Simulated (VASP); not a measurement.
# AlN (Cm) in VASP: notebook

The runs below take AlN through single point, with PBEsol.

Everything below comes from runs of VASP 6.6.1. Logs are shortened: lines on timing, memory, paths and dates and some standing lists are left out, and cuts for length are marked.

### Step 1. The cell of the first run

Symmetry: Cm, No. 8, monoclinic system. The conventional cell has a = 6.190 Å, b = 6.190 Å, c = 4.377 Å, α = 90.00°, β = 90.00°, γ = 90.00°. Within 2.1 Å of Al (site symmetry m) lie 3 N at 1.61 to 1.89 Å. Al (site symmetry 1) has 4 N at 1.90 Å within 2.5 Å. Al (site symmetry m) has 4 N at 1.90 Å within 2.5 Å. Within 2.1 Å of N (site symmetry m) lie 4 Al at 1.61 to 1.90 Å. N (site symmetry 1) has 4 Al at 1.89 to 1.90 Å within 2.5 Å. Within 2.5 Å of N (site symmetry m) lie 4 Al at 1.90 to 2.39 Å.

### Step 2. Single point, PBEsol (atom 1 (Al) moved by -0.504 Å along [1 1 0] and -0.126 Å along [0 0 1])

Contents of INCAR:

```
PREC = Accurate
ENCUT = 520
EDIFF = 1E-6
ISMEAR = 0
SIGMA = 0.05
LREAL = F
LASPH = T
NELM = 60
ALGO = Normal
ISIF = 2
LWAVE = F
LCHARG = F
GGA = PS
NBANDS = 26
```

Contents of KPOINTS:

```
Automatic mesh
0
Gamma
  6 6 6
```

Contents of POSCAR:

```
AlN
1.0
    4.3771405283      0.0000000000      0.0000000000
    0.0000000000     -4.3771405283      0.0000000000
    0.0000000000      0.0000000000     -4.3771405283
Al N
4 4
Direct
   -0.0814188659      0.0287859161     -0.0814188659
    0.5000000000      0.5000000000      0.0000000000
    0.5000000000      0.0000000000      0.5000000000
    0.0000000000      0.5000000000      0.5000000000
    0.7500000000      0.7500000000      0.7500000000
    0.2500000000      0.2500000000      0.7500000000
    0.2500000000      0.7500000000      0.2500000000
    0.7500000000      0.2500000000      0.2500000000
```

Potentials or basis: VASP PAW PBE potentials, release 64 (Al, N).

On the command line:

```bash
cat potpaw_PBE.64/Al/POTCAR potpaw_PBE.64/N/POTCAR > POTCAR
mpirun -np 1 vasp_std > vasp.out
```

OUTCAR:

```text
PREC = Accurate
   ENCUT = 520
   EDIFF = 1E-6
   ISMEAR = 0
   LREAL = F
   LASPH = T
   NELM = 60
   ISIF = 2
   GGA = PS

 ion  position               nearest neighbor table
   1  0.919  0.029  0.919-   5 1.61   6 1.89   8 1.89   7 2.39   3 2.59   2 2.78   4 2.78   2 2.97
                             4 2.97   3 3.14   3 3.14   4 3.30   2 3.30
   2  0.500  0.500  0.000-   5 1.90   6 1.90   7 1.90   8 1.90   1 2.78   1 2.97   3 3.10   4 3.10
                             3 3.10   4 3.10   3 3.10   3 3.10   4 3.10   4 3.10   1 3.30
   3  0.500  0.000  0.500-   5 1.90   6 1.90   7 1.90   8 1.90   1 2.59   2 3.10   4 3.10   2 3.10
                             2 3.10   4 3.10   2 3.10   4 3.10   4 3.10   1 3.14   1 3.14
   4  0.000  0.500  0.500-   5 1.90   6 1.90   7 1.90   8 1.90   1 2.78   1 2.97   2 3.10   3 3.10
                             2 3.10   3 3.10   2 3.10   3 3.10   2 3.10   3 3.10   1 3.30
   5  0.750  0.750  0.750-   1 1.61   2 1.90   3 1.90   4 1.90
   6  0.250  0.250  0.750-   1 1.89   2 1.90   3 1.90   4 1.90
   7  0.250  0.750  0.250-   2 1.90   3 1.90   4 1.90   1 2.39
   8  0.750  0.250  0.250-   1 1.89   2 1.90   3 1.90   4 1.90

  LATTYP: Found a simple cubic cell.
 ALAT       =     4.3771405283

  Lattice vectors:

 A1 = (   4.3771405283,   0.0000000000,   0.0000000000)
 A2 = (   0.0000000000,  -4.3771405283,   0.0000000000)
 A3 = (   0.0000000000,   0.0000000000,  -4.3771405283)

Analysis of symmetry for initial positions (statically):
=====================================================================
 Subroutine PRICEL returns:
 Original cell was already a primitive cell.

 Routine SETGRP: Setting up the symmetry group for a
 simple cubic supercell.

 Subroutine GETGRP returns: Found  2 space group operations
 (whereof  2 operations were pure point group operations)
 out of a pool of 48 trial point group operations.

The static configuration has the point symmetry C_1h.

Analysis of symmetry for dynamics (positions and initial velocities):
=====================================================================
 Subroutine PRICEL returns:
 Original cell was already a primitive cell.

 Routine SETGRP: Setting up the symmetry group for a
 simple cubic supercell.

 Subroutine GETGRP returns: Found  2 space group operations
 (whereof  2 operations were pure point group operations)
 out of a pool of 48 trial point group operations.

The dynamic configuration has the point symmetry C_1h.

 Subroutine INISYM returns: Found  2 space group operations
 (whereof  2 operations are pure point group operations),
 and found     1 'primitive' translations

----------------------------------------------------------------------------------------

                                     Primitive cell

  volume of cell :      83.8632

  direct lattice vectors                    reciprocal lattice vectors
     4.377140528  0.000000000  0.000000000     0.228459652  0.000000000  0.000000000
     0.000000000 -4.377140528  0.000000000     0.000000000 -0.228459652  0.000000000
     0.000000000  0.000000000 -4.377140528     0.000000000  0.000000000 -0.228459652

  length of vectors
     4.377140528  4.377140528  4.377140528     0.228459652  0.228459652  0.228459652

  position of ions in fractional coordinates (direct lattice)
     0.918581134  0.028785916  0.918581134
     0.500000000  0.500000000  0.000000000
     0.500000000  0.000000000  0.500000000
     0.000000000  0.500000000  0.500000000
     0.750000000  0.750000000  0.750000000
     0.250000000  0.250000000  0.750000000
     0.250000000  0.750000000  0.250000000
     0.750000000  0.250000000  0.250000000

  ion indices of the primitive-cell ions
   primitive index   ion index
                 1           1
                 2           2
                 3           3
                 4           4
                 5           5
                 6           6
                 7           7
                 8           8

----------------------------------------------------------------------------------------

 KPOINTS: Automatic mesh

Automatic generation of k-mesh.
 Grid dimensions read from file:
 generate k-points for:    6    6    6

 Generating k-lattice:

  Cartesian coordinates                     Fractional coordinates (reciprocal lattice)
     0.038076609  0.000000000  0.000000000     0.166666667  0.000000000  0.000000000
     0.000000000 -0.038076609  0.000000000     0.000000000  0.166666667  0.000000000
     0.000000000  0.000000000 -0.038076609     0.000000000  0.000000000  0.166666667

  Length of vectors
     0.038076609  0.038076609  0.038076609

  Shift w.r.t. Gamma in fractional coordinates (k-lattice)
     0.000000000  0.000000000  0.000000000

 Subroutine IBZKPT returns following result:
 ===========================================

 Found     68 irreducible k-points:

 Following reciprocal coordinates:
            Coordinates               Weight
  0.000000  0.000000  0.000000      1.000000
  0.166667  0.000000  0.000000      4.000000
  0.000000  0.166667  0.000000      2.000000
  0.333333  0.000000  0.000000      4.000000
  0.000000  0.333333  0.000000      2.000000
  0.500000  0.000000  0.000000      2.000000
[... 16 lines left out ...]
 -0.333333  0.333333  0.000000      4.000000
 -0.333333  0.000000  0.333333      2.000000
 [... further k-points ...]
   k-points           NKPTS =     68   k-points in BZ     NKDIM =     68   number of bands    NBANDS=     26
   number of dos      NEDOS =    301   number of ions     NIONS =      8
   total plane-waves  NPLWV =  46656
   dimension x,y,z NGX =    36 NGY =   36 NGZ =   36
   dimension x,y,z NGXF=    72 NGYF=   72 NGZF=   72
   ions per type =               4   4
   NGX,Y,Z   is equivalent  to a cutoff of  13.67, 13.67, 13.67 a.u.
   NGXF,Y,Z  is equivalent  to a cutoff of  27.35, 27.35, 27.35 a.u.
 SYSTEM =  unknown system
   PREC   = accura    normal or accurate (medium, high low for compatibility)
   ISTART =      0    job   : 0-new  1-cont  2-samecut
   ICHARG =      2    charge: 1-file 2-atom 10-const
   ISPIN  =      1    spin polarized calculation?
   LNONCOLLINEAR =      F non collinear calculations
   LSORBIT =      F    spin-orbit coupling
   LASPH  =      T    aspherical Exc in radial PAW
   ENCUT  =  520.0 eV  38.22 Ry    6.18 a.u.   8.14  8.14  8.14*2*pi/ulx,y,z
   NELM   =     60;   NELMIN=  2; NELMDL= -5     # of ELM steps
   EDIFF  = 0.1E-05   stopping-criterion for ELM
   LREAL  =      F    real-space projection
   EDIFFG = 0.1E-04   stopping-criterion for IOM
   NSW    =      0    number of steps for IOM
   IBRION =     -1    ionic relax: 0-MD 1-quasi-New 2-CG
   NFREE  =      0    steps in history (QN), initial steepest desc. (CG)
   ISIF   =      2    stress and relaxation
   ISYM   =      2    0-nonsym 1-usesym 2-fastsym
   POTIM  = 0.5000    time-step for ionic-motion
   TEBEG  =    0.0;   TEEND  =   0.0 temperature during run
   PSTRESS=    0.0 pullay stress
   NELECT =      32.0000    total number of electrons
   NUPDOWN=      -1.0000    fix difference up-down
   EMIN   =  10.00;   EMAX   =-10.00  energy-range for DOS
   EFERMI =   0.00;   METHOD = LEGACY
   ISMEAR =     0;   SIGMA  =   0.05  broadening in eV -4-tet -1-fermi 0-gaus
   EFERMI_NEDOS =   21; number of points for ismear=-14 and -15
   IALGO  =     38    algorithm
   IMIX   =      4    mixing-type and parameters
     AMIX     =   0.40;   BMIX     =  1.00
     AMIX_MAG =   1.60;   BMIX_MAG =  1.00
  volume/ion in A,a.u.               =      10.48        70.74
  Fermi-wavevector in a.u.,A,eV,Ry     =   1.187411  2.243881 19.183459  1.409944
  Thomas-Fermi vector in A             =   2.323563
   LORBIT       =      0    0 simple, 1 ext, 2 COOP (PROOUT), +10 PAW based schemes
   GGA     = PS    functional components
   LHFCALC =     F    Hartree Fock is set to
   AEXX    =    0.0000 exact exchange contribution
   IVDW    =     0    specifies the selected vdW correction
   LEPSILON=     F    determine dielectric tensor
   LRPA    =     F    only Hartree local field effects (RPA)
 non-spin polarized calculation
 Gauss-broadening in eV      SIGMA  =   0.05
  energy-cutoff  :      520.00
  volume of cell :       83.86
 maximum number of plane-waves:      2301
 NGX is ok and might be reduce to    36
   NGX = 17   NGY = 17   NGZ = 17

 number of electron      31.9999992 magnetization

 Free energy of the ion-electron system (eV)
  ---------------------------------------------------
  ext. energy  EPLUGINS =         0.00000000
  ---------------------------------------------------
  free energy    TOTEN  =       -60.15774984 eV

  energy without entropy =      -60.15774958  energy(sigma->0) =      -60.15774971

 E-fermi :   6.8506     XC(G=0): -11.0941

 val. band max:        6.7191901081   @ k =   0.5000   0.5000   0.5000
 cond. band min:       6.9819891002   @ k =   0.0000   0.0000   0.0000
 fundamental gap:      0.2627989920
 Fermi energy:         6.8505894104

 k-point     1 :       0.0000    0.0000    0.0000
  band No.  band energies     occupation
      1      -9.4234      2.00000
      2      -7.1580      2.00000
      3      -6.5865      2.00000
      4      -5.5187      2.00000
      5       0.5218      2.00000
      6       0.5342      2.00000
[... 18 lines left out ...]
     25      18.2759      0.00000
     26      18.3918      0.00000

 k-point     2 :       0.1667    0.0000    0.0000
  band No.  band energies     occupation
      1      -9.3074      2.00000
      2      -7.2009      2.00000
      3      -6.7035      2.00000
      4      -5.5630      2.00000
      5       0.6530      2.00000
      6       0.7264      2.00000
[... 18 lines left out ...]
     25      18.2976      0.00000
     26      18.5237      0.00000

 k-point     3 :       0.0000    0.1667    0.0000
  band No.  band energies     occupation
      1      -9.2953      2.00000
      2      -7.3078      2.00000
      3      -6.5735      2.00000
      4      -5.6008      2.00000
      5       0.6838      2.00000
      6       0.7376      2.00000
[... 572 lines left out ...]
 k-point    23 :      -0.3333    0.3333    0.0000
  band No.  band energies     occupation
      1      -8.6033      2.00000
      2      -7.5882      2.00000
      3      -6.9826      2.00000
      4      -5.8589      2.00000
      5       0.4388      2.00000
      6       1.3929      2.00000
[... 18 lines left out ...]
     25      16.4323      0.00000
     26      16.9193      0.00000

 k-point    24 :      -0.3333    0.0000    0.3333
  band No.  band energies     occupation
      1      -8.6522      2.00000
      2      -7.3729      2.00000
      3      -7.1770      2.00000
      4      -5.8159      2.00000
      5       0.5195      2.00000
      6       1.4131      2.00000
[... 18 lines left out ...]
     25      16.3570      0.00000
     26      16.7945      0.00000

 [... further k-points ...]
[... 5 lines left out ...]
  --------------------------------------------------------------------------------------
  -------------------------------------------------------------------------------------
  Total        1.8574524      6.9713218      1.8574524     -3.0980231      3.0980231     -2.5952928
  in kB       35.4859800    133.1846716     35.4859800    -59.1866511     59.1866505    -49.5821643
  external PRESSURE =      68.0522105 kB  Pullay stress =       0.0000000 kB

 VOLUME and BASIS-vectors are now :
 -----------------------------------------------------------------------------
  energy-cutoff  :      520.00
  volume of cell :       83.86
      direct lattice vectors                 reciprocal lattice vectors
     4.377140528  0.000000000  0.000000000     0.228459652  0.000000000  0.000000000
     0.000000000 -4.377140528  0.000000000     0.000000000 -0.228459652  0.000000000
     0.000000000  0.000000000 -4.377140528     0.000000000  0.000000000 -0.228459652

 POSITION                                       TOTAL-FORCE (eV/Angst)
 -----------------------------------------------------------------------------------
      4.02076     -0.12600     -4.02076         6.625585     -3.426847     -6.625585
      2.18857     -2.18857      0.00000        -1.673274     -0.817609     -1.205989
      2.18857      0.00000     -2.18857        -1.987996      0.627158      1.987996
      0.00000     -2.18857     -2.18857         1.205989     -0.817609      1.673274
      3.28286     -3.28286     -3.28286        -3.250510      4.543651      3.250510
      1.09429     -1.09429     -3.28286        -0.404048     -0.045954      0.349814
      1.09429     -3.28286     -1.09429        -0.165931     -0.016836      0.165931
      3.28286     -1.09429     -1.09429        -0.349814     -0.045954      0.404048
 -----------------------------------------------------------------------------------
    total drift:                               -0.000159     -0.000244      0.000159

  FREE ENERGIE OF THE ION-ELECTRON SYSTEM (eV)
  ---------------------------------------------------
  free  energy   TOTEN  =       -60.1577498407 eV

  energy  without entropy=      -60.1577495791  energy(sigma->0) =      -60.15774971
```

Run time: 99 s. Hardware: 1 thread of Intel Xeon Platinum 8259CL at 2.50GHz (Skylake/Cascade Lake), shared host; peak memory 0.26 GiB.

Results:

```yaml
Free_energy: -60.1577 eV
Pressure: 6.8 GPa
Largest_force: 9.977 eV/Å
Band_gap_on_the_k_mesh: 0.26 eV, indirect (least direct gap 0.35 eV)
```

Forces in eV/Å, atoms in the order of the input:
```
Al   6.626 -3.427 -6.626
Al  -1.673 -0.818 -1.206
Al  -1.988  0.627  1.988
Al   1.206 -0.818  1.673
N   -3.251  4.544  3.251
N   -0.404 -0.046  0.350
N   -0.166 -0.017  0.166
N   -0.350 -0.046  0.404
```

Levels at points of the mesh, in eV from the valence-band top:
```tsv
k point	band 14	band 15	band 16	band 17	band 18	band 19
(0.00, 0.00, 0.00)	-0.81	-0.76	-0.09	0.26	2.74	2.96
(0.50, 0.00, 0.00)	-2.43	-1.32	-0.79	3.02	5.19	5.45
(0.00, 0.50, 0.00)	-2.01	-1.56	-1.07	2.75	5.17	5.40
(0.50, 0.50, 0.00)	-1.80	-0.97	-0.38	4.57	6.80	7.07
(0.50, 0.00, 0.50)	-1.30	-1.18	-0.76	4.69	6.85	6.97
(0.50, 0.50, 0.50)	-0.84	-0.77	0.00	5.43	5.63	6.06
```

Caveat: the cell differs from its parent crystal (atom 1 (Al) moved by -0.504 Å along [1 1 0] and -0.126 Å along [0 0 1]); the PAW data sets were made with another functional, which shifts forces and pressure a little. A k mesh can miss the band edges.

(Continued in part 2 of 2.)
